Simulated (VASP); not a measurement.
The system is In.

```
In
1.0
    -1.88253    1.88253    1.88253
     1.88253   -1.88253    1.88253
     1.88253    1.88253   -1.88253
In
1
Direct
  0.00000 0.00000 0.00000
```

| Item | Value |
| --- | --- |
| Program | VASP 6.6.1 |
| Task | relaxation of cell and atoms |
| Functional | RPBE |
| Dispersion | D3(BJ) |
| Potentials or basis | VASP PAW PBE potentials, release 64 (In_d) |
| Cutoff | 600 eV |
| k mesh | 10 × 10 × 10 |
| Occupations | fermi-dirac, width 0.05 eV |
| Spin | no spin polarisation |

At the start: pressure -14.7 GPa; volume 26.69 Å³/atom.

Task: Where does the relaxation end?

Result: Over 6 steps the energy falls by 395.1 meV/atom and the volume is 20.26 Å³/atom (-24.1 %); space group Im-3m (No. 229, to 0.05 Å).

The path:
```tsv
step	energy change (eV)	largest force (eV/Å)	pressure (GPa)	volume (Å³)
1	0.0000	0.0000	-14.68	26.69
2	-0.3179	0.0000	14.03	18.31
3	-0.3950	0.0000	-0.15	20.29
4	-0.3949	0.0000	0.48	20.17
5	-0.3949	0.0000	-0.41	20.34
6	-0.3951	0.0000	0.01	20.26
```

Final structure:
```yaml
crystal:
  lattice:
    - [-1.71734, 1.71734, 1.71734]
    - [1.71734, -1.71734, 1.71734]
    - [1.71734, 1.71734, -1.71734]
  atoms:
    - { symbol: In, position: [0.00000, 0.00000, 0.00000] }
```

Caveat: the volume moved by over 15 % at a fixed basis, so the end points are rough; the PAW data sets were made with another functional, which shifts forces and pressure a little; pairwise dispersion overbinds metals, which lowers pressure and volume.
